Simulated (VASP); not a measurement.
## Cd2SeO: single point with r2SCAN

Crystal: Cd2SeO.

```
O Cd Se
1.0
     3.69067    0.00000    0.00000
     0.00000    3.69067    0.00000
     0.00000    0.00000    5.05632
O Cd Se
1 2 1
Direct
  0.00000 0.00000 0.00000
  0.00000 0.00000 0.50000
  0.50000 0.50000 0.00000
  0.50000 0.50000 0.50000
```

- Program: VASP 6.6.1
- Task: single point
- Functional: r2SCAN
- Potentials or basis: VASP PAW PBE potentials, release 64 (O, Cd, Se)
- Cutoff: 520 eV
- k mesh: 6 × 6 × 4
- Occupations: fermi-dirac, width 0.02 eV
- Spin: no spin polarisation

```yaml
Pressure: 7.4 GPa
Band_gap_on_the_k_mesh: 0.05 eV (least direct gap 1.29 eV)
```

Stress tensor (GPa, compression positive):
```
7.14 0.00 0.00
0.00 7.14 0.00
0.00 0.00 8.01
```

Levels at points of the mesh, in eV from the valence-band top:
| k point | band 15 | band 16 | band 17 | band 18 | band 19 | band 20 | band 21 | band 22 |
| --- | --- | --- | --- | --- | --- | --- | --- | --- |
| (0.00, 0.00, 0.00) | -2.87 | -1.37 | -1.22 | -1.22 | 0.07 | 1.43 | 6.57 | 9.59 |
| (0.50, 0.00, 0.00) | -3.19 | -2.29 | -0.89 | -0.30 | 3.75 | 4.95 | 5.59 | 6.08 |
| (0.50, 0.50, 0.00) | -3.46 | -2.19 | -2.19 | -2.18 | 0.05 | 2.06 | 7.23 | 7.23 |
| (0.00, 0.00, 0.50) | -2.23 | -2.23 | -1.58 | -1.58 | 2.90 | 4.81 | 6.82 | 6.95 |
| (0.50, 0.00, 0.50) | -0.79 | -0.59 | -0.30 | 0.00 | 2.25 | 4.47 | 6.50 | 6.91 |
| (0.50, 0.50, 0.50) | -3.31 | -2.95 | -2.72 | -2.72 | 2.43 | 5.88 | 5.88 | 6.72 |

Run time: 2.7 min on 1 thread of Intel(R) Xeon(R) 6975P-C (Granite Rapids), with other jobs on the host, peak memory 0.2 GiB.

Caveat: the cell stands under pressure; the PAW data sets were made with another functional, which shifts forces and pressure a little. A k mesh can miss the band edges.
